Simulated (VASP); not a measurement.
# MgO (ae) (Fm-3m) in VASP: notebook

The runs below take MgO (ae) through single point, with PBE.

Everything below comes from runs of VASP 6.6.1. Logs are shortened: lines on timing, memory, paths and dates and some standing lists are left out, and cuts for length are marked.

**Experimental background.**

“Electronic structure of alkaline earth and post-transition metal oxides”, 2009, arxiv:0908.1581 quotes, for a bulk crystal of MgO: band gap 7.83 eV.

The results are compared with them further down.

## (1) The cell of the first run

It takes space group Fm-3m (No. 225, cubic). Conventional cell: a = 4.167 Å, b = 4.167 Å, c = 4.167 Å, α = 90.00°, β = 90.00°, γ = 90.00°. Within 2.8 Å of Mg (site symmetry m-3m) lie 6 O at 2.08 Å. Within 2.8 Å of O (site symmetry m-3m) lie 6 Mg at 2.08 Å.

## (2) Single point, PBE (volume scaled by 0.94)

Input file INCAR:

```
SYSTEM = MgO
PREC = Accurate ; ENCUT = 600
EDIFF = 1E-6 ; ISMEAR = 0
SIGMA = 0.02 ; LREAL = .False.
LASPH = .True. ; NELM = 120
ALGO = Normal ; ISIF = 2
LWAVE = .False. ; LCHARG = .True.
GGA = PE ; LELF = .True.
LVHAR = .True. ; NBANDS = 11
GGA_COMPAT = .False.
```

Input file KPOINTS:

```
Automatic mesh
0
Gamma
  10 10 10
  0 0 0
```

Input file POSCAR:

```
MgO
1.0
    0.0000000000      2.0837007260      2.0837007260
    2.0837007260      0.0000000000      2.0837007260
    2.0837007260      2.0837007260      0.0000000000
Mg O
1 1
Direct
    0.0000000000      0.0000000000      0.0000000000
    0.5000000000      0.5000000000      0.5000000000
```

Potentials or basis: VASP PAW PBE potentials, release 64 (Mg, O).

The run is started by

```sh
cat potpaw_PBE.64/Mg/POTCAR potpaw_PBE.64/O/POTCAR > POTCAR
mpirun -np 1 vasp_std > vasp.out
```

OUTCAR:

```text
SYSTEM = MgO
   PREC = Accurate
   ENCUT = 600
   EDIFF = 1E-6
   ISMEAR = 0
   LREAL = .False.
   LASPH = .True.
   NELM = 120
   ISIF = 2
   GGA = PE

 ion  position               nearest neighbor table
   1  0.000  0.000  0.000-   2 2.08   2 2.08   2 2.08   2 2.08   2 2.08   2 2.08
   2  0.500  0.500  0.500-   1 2.08   1 2.08   1 2.08   1 2.08   1 2.08   1 2.08

  LATTYP: Found a face centered cubic cell.
 ALAT       =     4.1674014520

  Lattice vectors:

 A1 = (   0.0000000000,   2.0837007260,   2.0837007260)
 A2 = (   2.0837007260,   0.0000000000,   2.0837007260)
 A3 = (   2.0837007260,   2.0837007260,   0.0000000000)

Analysis of symmetry for initial positions (statically):
=====================================================================
 Subroutine PRICEL returns:
 Original cell was already a primitive cell.

 Routine SETGRP: Setting up the symmetry group for a
 face centered cubic supercell.

 Subroutine GETGRP returns: Found 48 space group operations
[... 9 lines left out ...]

 Routine SETGRP: Setting up the symmetry group for a
 face centered cubic supercell.

 Subroutine GETGRP returns: Found 48 space group operations
[... 11 lines left out ...]
                                     Primitive cell

  volume of cell :      18.0941

  direct lattice vectors                    reciprocal lattice vectors
     0.000000000  2.083700726  2.083700726    -0.239957684  0.239957684  0.239957684
     2.083700726  0.000000000  2.083700726     0.239957684 -0.239957684  0.239957684
     2.083700726  2.083700726  0.000000000     0.239957684  0.239957684 -0.239957684

  length of vectors
     2.946797827  2.946797827  2.946797827     0.415618900  0.415618900  0.415618900

  position of ions in fractional coordinates (direct lattice)
     0.000000000  0.000000000  0.000000000
     0.500000000  0.500000000  0.500000000

  ion indices of the primitive-cell ions
   primitive index   ion index
                 1           1
                 2           2

----------------------------------------------------------------------------------------

 KPOINTS: Automatic mesh

Automatic generation of k-mesh.
 Grid dimensions read from file:
 generate k-points for:   10   10   10

 Generating k-lattice:

  Cartesian coordinates                     Fractional coordinates (reciprocal lattice)
    -0.023995768  0.023995768  0.023995768     0.100000000  0.000000000  0.000000000
[... 57 lines left out ...]
   ENCUT  =  600.0 eV  44.10 Ry    6.64 a.u.   5.89  5.89  5.89*2*pi/ulx,y,z
   NELM   =    120;   NELMIN=  2; NELMDL= -5     # of ELM steps
   EDIFF  = 0.1E-05   stopping-criterion for ELM
   LREAL  =      F    real-space projection
   EDIFFG = 0.1E-04   stopping-criterion for IOM
   NSW    =      0    number of steps for IOM
   IBRION =     -1    ionic relax: 0-MD 1-quasi-New 2-CG
   NFREE  =      0    steps in history (QN), initial steepest desc. (CG)
   ISIF   =      2    stress and relaxation
   ISYM   =      2    0-nonsym 1-usesym 2-fastsym
   POTIM  = 0.5000    time-step for ionic-motion
   TEBEG  =    0.0;   TEEND  =   0.0 temperature during run
   PSTRESS=    0.0 pullay stress
   NELECT =       8.0000    total number of electrons
   NUPDOWN=      -1.0000    fix difference up-down
   EMIN   =  10.00;   EMAX   =-10.00  energy-range for DOS
   EFERMI =   0.00;   METHOD = LEGACY
   ISMEAR =     0;   SIGMA  =   0.02  broadening in eV -4-tet -1-fermi 0-gaus
   EFERMI_NEDOS =   21; number of points for ismear=-14 and -15
   IALGO  =     38    algorithm
   IMIX   =      4    mixing-type and parameters
     AMIX     =   0.40;   BMIX     =  1.00
     AMIX_MAG =   1.60;   BMIX_MAG =  1.00
  volume/ion in A,a.u.               =       9.05        61.05
  Fermi-wavevector in a.u.,A,eV,Ry     =   1.247171  2.356812 21.162999  1.555437
  Thomas-Fermi vector in A             =   2.381316
   LORBIT       =      0    0 simple, 1 ext, 2 COOP (PROOUT), +10 PAW based schemes
   GGA     = PE    functional components
   LHFCALC =     F    Hartree Fock is set to
   AEXX    =    0.0000 exact exchange contribution
   IVDW    =     0    specifies the selected vdW correction
   LEPSILON=     F    determine dielectric tensor
   LRPA    =     F    only Hartree local field effects (RPA)
 non-spin polarized calculation
 Gauss-broadening in eV      SIGMA  =   0.02
  energy-cutoff  :      600.00
  volume of cell :       18.09
 maximum number of plane-waves:       620
   NGX = 11   NGY = 11   NGZ = 11

 number of electron       8.0000001 magnetization

 Free energy of the ion-electron system (eV)
  ---------------------------------------------------
  ext. energy  EPLUGINS =         0.00000000
  ---------------------------------------------------
  free energy    TOTEN  =       -11.88356182 eV

  energy without entropy =      -11.88356182  energy(sigma->0) =      -11.88356182

 E-fermi :   3.6296     XC(G=0): -11.2307

 val. band max:        3.4290203509   @ k =   0.0000   0.0000   0.0000
 cond. band min:       8.4746535816   @ k =   0.0000   0.0000   0.0000
 fundamental gap:      5.0456332307
 Fermi energy:         3.6296015984

 k-point     1 :       0.0000    0.0000    0.0000
  band No.  band energies     occupation
      1     -14.0005      2.00000
      2       3.4290      2.00000
      3       3.4290      2.00000
      4       3.4290      2.00000
      5       8.4747      0.00000
      6      19.4125      0.00000
      7      19.4125      0.00000
      8      19.4125      0.00000
      9      23.4133      0.00000
     10      25.2263      0.00000
     11      25.2263      0.00000
[... 309 lines left out ...]
 k-point    24 :       0.4000    0.3000    0.0000
  band No.  band energies     occupation
      1     -12.6889      2.00000
      2      -0.2511      2.00000
      3       2.0798      2.00000
      4       2.3065      2.00000
      5      13.2906      0.00000
      6      13.7466      0.00000
      7      17.3785      0.00000
      8      22.0341      0.00000
      9      22.2464      0.00000
     10      28.7153      0.00000
     11      31.0588      0.00000

 [... further k-points ...]
[... 5 lines left out ...]
  --------------------------------------------------------------------------------------
  -------------------------------------------------------------------------------------
  Total        1.0650229      1.0650229      1.0650229      0.0000000     -0.0000000      0.0000000
  in kB       94.3047364     94.3047364     94.3047364      0.0000000     -0.0000000      0.0000000
  external PRESSURE =      94.3047364 kB  Pullay stress =       0.0000000 kB

 VOLUME and BASIS-vectors are now :
 -----------------------------------------------------------------------------
  energy-cutoff  :      600.00
  volume of cell :       18.09
      direct lattice vectors                 reciprocal lattice vectors
     0.000000000  2.083700726  2.083700726    -0.239957684  0.239957684  0.239957684
     2.083700726  0.000000000  2.083700726     0.239957684 -0.239957684  0.239957684
     2.083700726  2.083700726  0.000000000     0.239957684  0.239957684 -0.239957684

 POSITION                                       TOTAL-FORCE (eV/Angst)
 -----------------------------------------------------------------------------------
      0.00000      0.00000      0.00000         0.000000      0.000000      0.000000
      2.08370      2.08370      2.08370        -0.000000     -0.000000      0.000000
 -----------------------------------------------------------------------------------
    total drift:                               -0.000000     -0.000000      0.000000

  FREE ENERGIE OF THE ION-ELECTRON SYSTEM (eV)
  ---------------------------------------------------
  free  energy   TOTEN  =       -11.8835618212 eV

  energy  without entropy=      -11.8835618212  energy(sigma->0) =      -11.88356182
```

OSZICAR:

```text
N       E                     dE             d eps       ncg     rms          rms(c)
DAV:   1     0.177138847974E+02    0.17714E+02   -0.49092E+03  1154   0.720E+02
DAV:   2    -0.127539218607E+02   -0.30468E+02   -0.29761E+02  1206   0.150E+02
DAV:   3    -0.134478345959E+02   -0.69391E+00   -0.69330E+00  1246   0.194E+01
DAV:   4    -0.134495161978E+02   -0.16816E-02   -0.16816E-02  1115   0.108E+00
DAV:   5    -0.134495216381E+02   -0.54404E-05   -0.54404E-05  1199   0.602E-02    0.725E+00
DAV:   6    -0.118993793058E+02    0.15501E+01   -0.85273E+00  1073   0.163E+01    0.217E+00
DAV:   7    -0.118889602205E+02    0.10419E-01   -0.51722E-02  1127   0.209E+00    0.134E+00
DAV:   8    -0.118839019696E+02    0.50583E-02   -0.25878E-02  1085   0.184E+00    0.226E-01
DAV:   9    -0.118835631123E+02    0.33886E-03   -0.52649E-04  1175   0.161E-01    0.127E-01
DAV:  10    -0.118835603408E+02    0.27716E-05   -0.48464E-04  1148   0.165E-01    0.991E-03
DAV:  11    -0.118835619592E+02   -0.16185E-05   -0.24791E-06  1172   0.139E-02    0.520E-03
DAV:  12    -0.118835618212E+02    0.13802E-06   -0.59563E-07   643   0.616E-03
   1 F= -.11883562E+02 E0= -.11883562E+02  d E =-.703493E-48
```

stdout:

```text
POSCAR found type information on POSCAR MgO
 POSCAR found :  2 types and       2 ions
 scaLAPACK will be used
 LDA part: xc-table for (Slater+PW92), standard interpolation
 POSCAR, INCAR and KPOINTS ok, starting setup
 FFT: planning ... GRIDC
 FFT: planning ... GRID_SOFT
 FFT: planning ... GRID
 WAVECAR not read
 entering main loop
```

It took 16 s on 1 thread of AMD EPYC 7R43 (Zen 3), shared host; peak memory 0.11 GiB.

What came out:

* Free energy: -11.8836 eV
* Pressure: 9.4 GPa
* Band gap on the k mesh: 5.05 eV, direct

(Part 1 of 2 ends here.)
